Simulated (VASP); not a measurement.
# LiCl (R3m) in VASP: single point with HSE06

Aim: the single point of LiCl with HSE06.

Program: VASP 6.6.1. These are calculated values, not measurements. Logs are shortened: lines on timing, memory, paths and dates and some standing lists are left out, and cuts for length are marked.

## 1. The cell of the first run

It takes space group R3m (No. 160, trigonal). The conventional cell has a = 4.056 Å, b = 4.056 Å, c = 9.128 Å, α = 90.00°, β = 90.00°, γ = 120.00°. Within 3.1 Å of Li (site symmetry 3m) lie 4 Cl at 2.38 to 2.43 Å. Within 3.1 Å of Cl (site symmetry 3m) lie 4 Li at 2.38 to 2.43 Å.

## 2. Single point, HSE06 (epitaxial 111 strain +5.0%)

Input file POSCAR:

```
LiCl
1.0
   -0.1554463180      2.7128818349      2.7128818349
    2.7128818349     -0.1554463180      2.7128818349
    2.7128818349      2.7128818349     -0.1554463180
Li Cl
1 1
Direct
   -0.0052458618     -0.0052458618     -0.0052458618
    0.2552458618      0.2552458618      0.2552458618
```

Input file INCAR.step1:

```
SYSTEM = LiCl
PREC = Accurate
ENCUT = 520
EDIFF = 1E-5
ISMEAR = 0
SIGMA = 0.01
LREAL = .FALSE.
LASPH = .TRUE.
NELM = 80
ALGO = Normal
ISIF = 2
LWAVE = .TRUE.
LCHARG = .FALSE.
GGA = PE
NBANDS = 12
```

Input file INCAR.step2:

```
SYSTEM = LiCl
PREC = Accurate
ENCUT = 520
EDIFF = 1E-7
ISMEAR = 0
SIGMA = 0.01
LREAL = .FALSE.
LASPH = .TRUE.
NELM = 80
ALGO = Normal
ISIF = 2
LWAVE = .FALSE.
LCHARG = .FALSE.
GGA = PE
LHFCALC = .TRUE.
HFSCREEN = 0.2079
PRECFOCK = Normal
ISTART = 1
NBANDS = 12
```

Input file KPOINTS:

```
Automatic mesh
0
G
  6 6 6
  0 0 0
```

Potentials or basis: VASP PAW PBE potentials, release 64 (Li_sv, Cl).

On the command line:

```sh
$ cat potpaw_PBE.64/Li_sv/POTCAR potpaw_PBE.64/Cl/POTCAR > POTCAR
$ cp INCAR.step1 INCAR
$ mpirun -np 1 vasp_std > vasp.out
$ cp INCAR.step2 INCAR
$ mpirun -np 1 vasp_std > vasp.out
```

OUTCAR:

```text
SYSTEM = LiCl
   PREC = Accurate
   ENCUT = 520
   EDIFF = 1E-7
   ISMEAR = 0
   LREAL = .FALSE.
   LASPH = .TRUE.
   NELM = 80
   ISIF = 2
   GGA = PE
   LHFCALC = .TRUE.
   HFSCREEN = 0.2079
   PRECFOCK = Normal
   ISTART = 1

 ion  position               nearest neighbor table
   1  0.995  0.995  0.995-   2 2.38   2 2.43   2 2.43   2 2.43
   2  0.255  0.255  0.255-   1 2.38   1 2.43   1 2.43   1 2.43

  LATTYP: Found a trigonal (rhomboedric) cell.
 ALAT       =     3.8397420822
 COS(alpha) =     0.4419751183

  Lattice vectors:

 A1 = (  -0.1554463180,   2.7128818349,   2.7128818349)
 A2 = (   2.7128818349,  -0.1554463180,   2.7128818349)
 A3 = (   2.7128818349,   2.7128818349,  -0.1554463180)

Analysis of symmetry for initial positions (statically):
=====================================================================
 Subroutine PRICEL returns:
 Original cell was already a primitive cell.

 Routine SETGRP: Setting up the symmetry group for a
 trigonal (rhombohedral) supercell.

 Subroutine GETGRP returns: Found  6 space group operations
 (whereof  6 operations were pure point group operations)
 out of a pool of 12 trial point group operations.

The static configuration has the point symmetry C_3v.

Analysis of symmetry for dynamics (positions and initial velocities):
=====================================================================
 Subroutine PRICEL returns:
 Original cell was already a primitive cell.

 Routine SETGRP: Setting up the symmetry group for a
 trigonal (rhombohedral) supercell.

 Subroutine GETGRP returns: Found  6 space group operations
 (whereof  6 operations were pure point group operations)
 out of a pool of 12 trial point group operations.

The dynamic configuration has the point symmetry C_3v.

 Subroutine INISYM returns: Found  6 space group operations
 (whereof  6 operations are pure point group operations),
 and found     1 'primitive' translations

----------------------------------------------------------------------------------------

                                     Primitive cell

  volume of cell :      43.3605

  direct lattice vectors                    reciprocal lattice vectors
    -0.155446318  2.712881835  2.712881835    -0.169176131  0.179459013  0.179459013
     2.712881835 -0.155446318  2.712881835     0.179459013 -0.169176131  0.179459013
     2.712881835  2.712881835 -0.155446318     0.179459013  0.179459013 -0.169176131

  length of vectors
     3.839742082  3.839742082  3.839742082     0.305010882  0.305010882  0.305010882

  position of ions in fractional coordinates (direct lattice)
     0.994754138  0.994754138  0.994754138
     0.255245862  0.255245862  0.255245862

  ion indices of the primitive-cell ions
   primitive index   ion index
                 1           1
                 2           2

----------------------------------------------------------------------------------------

 KPOINTS: Automatic mesh

Automatic generation of k-mesh.
 Grid dimensions read from file:
 generate k-points for:    6    6    6

 Generating k-lattice:

  Cartesian coordinates                     Fractional coordinates (reciprocal lattice)
    -0.028196022  0.029909836  0.029909836     0.166666667  0.000000000  0.000000000
     0.029909836 -0.028196022  0.029909836     0.000000000  0.166666667  0.000000000
     0.029909836  0.029909836 -0.028196022     0.000000000  0.000000000  0.166666667

  Length of vectors
     0.050835147  0.050835147  0.050835147

  Shift w.r.t. Gamma in fractional coordinates (k-lattice)
     0.000000000  0.000000000  0.000000000

 Subroutine IBZKPT returns following result:
 ===========================================

 Found     32 irreducible k-points:

 Following reciprocal coordinates:
            Coordinates               Weight
  0.000000  0.000000  0.000000      1.000000
  0.166667 -0.000000 -0.000000      6.000000
  0.333333 -0.000000 -0.000000      6.000000
  0.500000 -0.000000  0.000000      3.000000
  0.166667  0.166667 -0.000000      6.000000
  0.333333  0.166667  0.000000     12.000000
[... 16 lines left out ...]
  0.500000  0.500000  0.166667      6.000000
 -0.333333  0.500000  0.166667     12.000000
 [... further k-points ...]
   k-points           NKPTS =     32   k-points in BZ     NKDIM =    216   number of bands    NBANDS=     12
   number of dos      NEDOS =    301   number of ions     NIONS =      2
   total plane-waves  NPLWV =  27000
   dimension x,y,z NGX =    30 NGY =   30 NGZ =   30
   dimension x,y,z NGXF=    60 NGYF=   60 NGZF=   60
   ions per type =               1   1
   NGX,Y,Z   is equivalent  to a cutoff of  12.99, 12.99, 12.99 a.u.
   NGXF,Y,Z  is equivalent  to a cutoff of  25.98, 25.98, 25.98 a.u.
 SYSTEM =  LiCl
   PREC   = accura    normal or accurate (medium, high low for compatibility)
   ISTART =      1    job   : 0-new  1-cont  2-samecut
   ICHARG =      0    charge: 1-file 2-atom 10-const
   ISPIN  =      1    spin polarized calculation?
   LNONCOLLINEAR =      F non collinear calculations
   LSORBIT =      F    spin-orbit coupling
   LASPH  =      T    aspherical Exc in radial PAW
   ENCUT  =  520.0 eV  38.22 Ry    6.18 a.u.   7.14  7.14  7.14*2*pi/ulx,y,z
   NELM   =     80;   NELMIN=  2; NELMDL=  0     # of ELM steps
   EDIFF  = 0.1E-06   stopping-criterion for ELM
   LREAL  =      F    real-space projection
   EDIFFG = 0.1E-05   stopping-criterion for IOM
   NSW    =      0    number of steps for IOM
   IBRION =     -1    ionic relax: 0-MD 1-quasi-New 2-CG
   NFREE  =      0    steps in history (QN), initial steepest desc. (CG)
   ISIF   =      2    stress and relaxation
   ISYM   =      3    0-nonsym 1-usesym 2-fastsym
   POTIM  = 0.5000    time-step for ionic-motion
   TEBEG  =    0.0;   TEEND  =   0.0 temperature during run
   PSTRESS=    0.0 pullay stress
   NELECT =      10.0000    total number of electrons
   NUPDOWN=      -1.0000    fix difference up-down
   EMIN   =  10.00;   EMAX   =-10.00  energy-range for DOS
   EFERMI =   0.00;   METHOD = LEGACY
   ISMEAR =     0;   SIGMA  =   0.01  broadening in eV -4-tet -1-fermi 0-gaus
   EFERMI_NEDOS =   21; number of points for ismear=-14 and -15
   IALGO  =     38    algorithm
   IMIX   =      1    mixing-type and parameters
     AMIX     =   0.40;   BMIX     =  1.00
     AMIX_MAG =   1.60;   BMIX_MAG =  1.00
  volume/ion in A,a.u.               =      21.68       146.31
  Fermi-wavevector in a.u.,A,eV,Ry     =   1.003945  1.897181 13.713394  1.007906
  Thomas-Fermi vector in A             =   2.136530
   LORBIT       =      0    0 simple, 1 ext, 2 COOP (PROOUT), +10 PAW based schemes
   GGA     = PE    functional components
   LHFCALC =     T    Hartree Fock is set to
   PRECFOCK=normal    Normal, Fast or Accurate (Low or Medium for compatibility)
   ENCUT4O =  -1.0   cutoff for four orbital integrals eV
   NKREDX  =     1    reduce k-point grid by
   NKREDY  =     1    reduce k-point grid by
   NKREDZ  =     1    reduce k-point grid by
   AEXX    =    0.2500 exact exchange contribution
   HFSCREEN=    0.2079 screening length (either q_TF or 0.3 A-1)
   HFSCREENC=   0.2079 screening length for correlation (either q_TF or 0.3 A-1)
   ENCUTFOCK=  -1.0 apply spherical cutoff to Coloumb kernel
   IVDW    =     0    specifies the selected vdW correction
   LEPSILON=     F    determine dielectric tensor
   LRPA    =     F    only Hartree local field effects (RPA)
 non-spin polarized calculation
 Gauss-broadening in eV      SIGMA  =   0.01
  energy-cutoff  :      520.00
  volume of cell :       43.36
 maximum number of plane-waves:      1182
 NGX is ok and might be reduce to    30
  NGX = 24; NGY = 24; NGZ = 24

 number of electron      10.0000000 magnetization

 Free energy of the ion-electron system (eV)
  ---------------------------------------------------
  ext. energy  EPLUGINS =         0.00000000
  ---------------------------------------------------
  free energy    TOTEN  =        -8.46875637 eV

  energy without entropy =       -8.46875637  energy(sigma->0) =       -8.46875637

 E-fermi :  -2.0558     XC(G=0):  -6.2775

 val. band max:       -2.2631903621   @ k =   0.0000   0.0000   0.0000
 cond. band min:       4.6691517046   @ k =   0.0000   0.0000   0.0000
 fundamental gap:      6.9323420667
 Fermi energy:        -2.0557531488

 k-point     1 :       0.0000    0.0000    0.0000
  band No.  band energies     occupation
      1     -48.1801      2.00000
      2     -16.2537      2.00000
      3      -2.5317      2.00000
      4      -2.5317      2.00000
      5      -2.2632      2.00000
      6       4.6692      0.00000
      7       8.8698      0.00000
      8       8.8698      0.00000
      9       9.9176      0.00000
     10      13.6140      0.00000
     11      13.6140      0.00000
     12      16.3338      0.00000

 k-point     2 :       0.1667   -0.0000   -0.0000
  band No.  band energies     occupation
      1     -48.1798      2.00000
      2     -16.1908      2.00000
      3      -3.0734      2.00000
      4      -2.5836      2.00000
      5      -2.3689      2.00000
      6       5.3362      0.00000
      7       9.0829      0.00000
      8       9.1645      0.00000
      9      10.0201      0.00000
     10      12.7232      0.00000
     11      13.1470      0.00000
     12      15.2188      0.00000

 k-point     3 :       0.3333   -0.0000   -0.0000
  band No.  band energies     occupation
      1     -48.1792      2.00000
      2     -16.0595      2.00000
      3      -4.0192      2.00000
      4      -2.6822      2.00000
      5      -2.5162      2.00000
      6       6.5379      0.00000
      7       9.2343      0.00000
      8       9.3793      0.00000
      9       9.9570      0.00000
     10      12.9150      0.00000
     11      13.9001      0.00000
     12      14.9268      0.00000

 k-point     4 :       0.5000   -0.0000    0.0000
  band No.  band energies     occupation
      1     -48.1788      2.00000
      2     -15.9908      2.00000
      3      -4.4340      2.00000
      4      -2.7291      2.00000
      5      -2.5841      2.00000
      6       7.1289      0.00000
      7       9.2109      0.00000
      8       9.2691      0.00000
      9       9.8308      0.00000
     10      14.4240      0.00000
     11      14.6737      0.00000
     12      15.6370      0.00000

 k-point     5 :       0.1667    0.1667   -0.0000
  band No.  band energies     occupation
      1     -48.1796      2.00000
      2     -16.1620      2.00000
      3      -2.9760      2.00000
      4      -2.7767      2.00000
      5      -2.5420      2.00000
      6       5.4823      0.00000
      7       9.0149      0.00000
      8       9.5319      0.00000
      9      10.2183      0.00000
     10      11.2249      0.00000
     11      14.0319      0.00000
     12      16.7932      0.00000
[... 228 lines left out ...]
      1     -48.1784      2.00000
      2     -15.9013      2.00000
      3      -3.9873      2.00000
      4      -3.5076      2.00000
      5      -3.0419      2.00000
      6       7.2519      0.00000
      7       8.5857      0.00000
      8      10.3240      0.00000
      9      11.0139      0.00000
     10      12.4613      0.00000
     11      14.6729      0.00000
     12      15.1067      0.00000

 k-point    22 :      -0.1667    0.3333    0.1667
  band No.  band energies     occupation
      1     -48.1787      2.00000
      2     -15.9649      2.00000
      3      -3.8895      2.00000
      4      -3.2924      2.00000
      5      -2.8952      2.00000
      6       6.8658      0.00000
      7       8.9355      0.00000
      8       9.7754      0.00000
      9      11.2054      0.00000
     10      12.0906      0.00000
     11      14.5789      0.00000
     12      15.7416      0.00000

 k-point    23 :       0.5000    0.5000    0.1667
  band No.  band energies     occupation
      1     -48.1783      2.00000
      2     -15.8763      2.00000
      3      -4.0409      2.00000
      4      -3.3029      2.00000
      5      -3.2268      2.00000
      6       6.0658      0.00000
      7       8.8707      0.00000
      8      10.6928      0.00000
      9      11.2057      0.00000
     10      12.8412      0.00000
     11      15.8818      0.00000
     12      16.2798      0.00000

 k-point    24 :      -0.3333    0.5000    0.1667
  band No.  band energies     occupation
      1     -48.1783      2.00000
      2     -15.8713      2.00000
      3      -3.9308      2.00000
      4      -3.5064      2.00000
      5      -3.2810      2.00000
      6       6.4156      0.00000
      7       9.2066      0.00000
      8      10.4305      0.00000
      9      11.2696      0.00000
     10      12.9044      0.00000
     11      15.1105      0.00000
     12      15.9641      0.00000

 [... further k-points ...]
[... 5 lines left out ...]
  --------------------------------------------------------------------------------------
  -------------------------------------------------------------------------------------
  Total       -0.3468066     -0.3468066     -0.3468066      0.1870234      0.1870234      0.1870234
  in kB      -12.8145544    -12.8145544    -12.8145544      6.9105417      6.9105417      6.9105417
  external PRESSURE =     -12.8145544 kB  Pullay stress =       0.0000000 kB

 VOLUME and BASIS-vectors are now :
 -----------------------------------------------------------------------------
  energy-cutoff  :      520.00
  volume of cell :       43.36
      direct lattice vectors                 reciprocal lattice vectors
    -0.155446318  2.712881835  2.712881835    -0.169176131  0.179459013  0.179459013
     2.712881835 -0.155446318  2.712881835     0.179459013 -0.169176131  0.179459013
     2.712881835  2.712881835 -0.155446318     0.179459013  0.179459013 -0.169176131

 POSITION                                       TOTAL-FORCE (eV/Angst)
 -----------------------------------------------------------------------------------
      5.24267      5.24267      5.24267         0.005545      0.005545      0.005545
      1.34523      1.34523      1.34523        -0.005545     -0.005545     -0.005545
 -----------------------------------------------------------------------------------
    total drift:                               -0.000236     -0.000236     -0.000236

  FREE ENERGIE OF THE ION-ELECTRON SYSTEM (eV)
  ---------------------------------------------------
  free  energy   TOTEN  =        -8.4687563666 eV

  energy  without entropy=       -8.4687563666  energy(sigma->0) =       -8.46875637
```

Run time: 28 min. Hardware: 1 thread of Intel Xeon Platinum 8375C at 2.90GHz (Ice Lake), shared host; peak memory 0.29 GiB.

What came out:

* Free energy: -8.4688 eV
* Largest force: 0.010 eV/Å
* Band gap on the k mesh: 6.93 eV

Forces in eV/Å, atoms in the order of the input:
```
Li   0.006  0.006  0.006
Cl  -0.006 -0.006 -0.006
```

Caveat: the cell differs from its parent crystal (epitaxial 111 strain +5.0%); the cutoff is under 1.25 times the usual one of these potentials, so pressure, stress and relaxed cells hold a basis-set (Pulay) error; the structure was generated, so it needn't be the stable form of LiCl; the PAW data sets were made with another functional, which shifts forces and pressure a little.
